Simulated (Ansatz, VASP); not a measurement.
## Sn2Sb in VASP and in Ansatz

```
Sn Sb
1.0
     6.20488    0.00000    0.00000
     0.00000    7.66237    0.00000
     0.00000    0.00000    4.16053
Sn Sb
4 2
Direct
  0.17990 0.36989 0.00000
  0.82010 0.63011 0.00000
  0.67990 0.13011 0.50000
  0.32010 0.86989 0.50000
  0.00000 0.00000 0.00000
  0.50000 0.50000 0.50000
```

Alike in both runs: functional PBE; k mesh 6 × 6 × 8; occupations gaussian, width 0.1 eV; no spin polarisation.

Ansatz relaxed the structure, and its values are those at the end. VASP's run is a single point on that final structure, the one shown.

```csv
,VASP,Ansatz
version,VASP 6.6.1,Ansatz 0.2.0
potentials or method,"VASP PAW PBE potentials, release 64 (Sn_d, Sb), cutoff 520 eV","scalar-relativistic, plane waves, PAW"
valence electrons in the cell,66,86
```

Ansatz gave:

```
gap on the k mesh at the Fermi level (eV) : none
pressure (GPa)                            : 0.0
```

Q: Estimate VASP's values.

A: gap on the k mesh at the Fermi level (eV): none; pressure (GPa): -0.1.

A gap of «none» marks a metal or a gap that the smearing closes. With one functional, cell and mesh, what is left measures potentials, basis and numerics. VASP's potentials hold 66 valence electrons a cell and Ansatz's 86, so a difference there can come from the potentials and not from the codes.

Neither program's run includes spin-orbit coupling.
